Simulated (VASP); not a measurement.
Here is a VASP 6.6.1 calculation.

The input INCAR:

```
SYSTEM = AlGa2
PREC     = Accurate       ! precision mode
ENCUT    = 520            ! plane-wave cutoff, eV
EDIFF    = 1E-6           ! SCF threshold, eV
ISMEAR   = 0              ! smearing method
SIGMA    = 0.1            ! smearing width, eV
LREAL    = .False.        ! projectors in reciprocal space
LASPH    = .True.         ! aspherical terms in the spheres
NELM     = 100            ! most SCF steps
ALGO     = Normal         ! electronic algorithm
ISIF     = 2              ! what is computed and relaxed
LWAVE    = .False.        ! write WAVECAR
LCHARG   = .False.        ! write CHGCAR
GGA      = PE             ! functional
NBANDS   = 38             ! bands
```

Contents of KPOINTS:

```
regular mesh
0
Gamma
  6 6 1
  0 0 0
```

The input POSCAR:

```
AlGa2
1.0
    3.0144307417     -0.0000000030      0.0000000000
   -1.5072153682      2.6105736018      0.0000000000
    0.0000000000      0.0000000000     13.8315705461
Al Ga
2 4
Direct
    0.0000000000      0.0000000000      0.0000000000
    0.0000000000      0.0000000000      0.5000000000
    0.3333333333      0.6666666667      0.8429871298
    0.3333333333      0.6666666667      0.6570128702
    0.6666666667      0.3333333333      0.1570128702
    0.6666666667      0.3333333333      0.3429871298
```

Potentials or basis: VASP PAW PBE potentials, release 64 (Al, Ga_d).

Command:

```console
$ cat potpaw_PBE.64/Al/POTCAR potpaw_PBE.64/Ga_d/POTCAR > POTCAR
$ mpirun -np 1 vasp_std > vasp.out
```

Task: Predict the pressure.

Result: -0.2 GPa.

Task: What does it give for the band gap on the k mesh?

Result: Zero (bands 29 and 30 overlap by 3.73 eV).

Task: What does it give for the largest force?

Result: 0.007 eV/Å.

Forces in eV/Å, atoms in the order of the input:
```
Al   0.000  0.000  0.000
Al   0.000  0.000  0.000
Ga   0.000  0.000  0.007
Ga   0.000  0.000 -0.007
Ga   0.000  0.000 -0.007
Ga   0.000  0.000  0.007
```

Caveat: the k points lie up to 0.45 Å⁻¹ apart, too coarse for converged energies and pressures of a metal.
